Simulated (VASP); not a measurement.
A run of VASP 6.6.1 is set up as follows.

INCAR

```
ALGO = Normal
EDIFF = 1E-7
ENCUT = 520
GGA = PE
ISIF = 2
ISMEAR = -1
LASPH = T
LCHARG = T
LELF = T
LREAL = F
LVHAR = T
LWAVE = F
NBANDS = 11
NELM = 80
PREC = Accurate
SIGMA = 0.03
```

Contents of KPOINTS:

```
k-points
0
Gamma
  18 18 18
```

POSCAR

```
Pt
1.0
    0.0000000000      1.9962999450      1.9962999450
    1.9962999450      0.0000000000      1.9962999450
    1.9962999450      1.9962999450      0.0000000000
Pt
1
Direct
    0.0000000000      0.0000000000      0.0000000000
```

Potentials or basis: VASP PAW PBE potentials, release 64 (Pt).

Run with:

```sh
$ cat potpaw_PBE.64/Pt/POTCAR > POTCAR
$ mpirun -np 1 vasp_std > vasp.out
```

Problem. Estimate the pressure.

Solution. -4.5 GPa.

Problem. Predict the band gap on the k mesh.

Solution. Zero (band 5 reaches 10.70 eV, above the bottom of band 6 at 8.67 eV).

Caveat: spin-orbit coupling is left out, which moves the levels of the heavy elements.
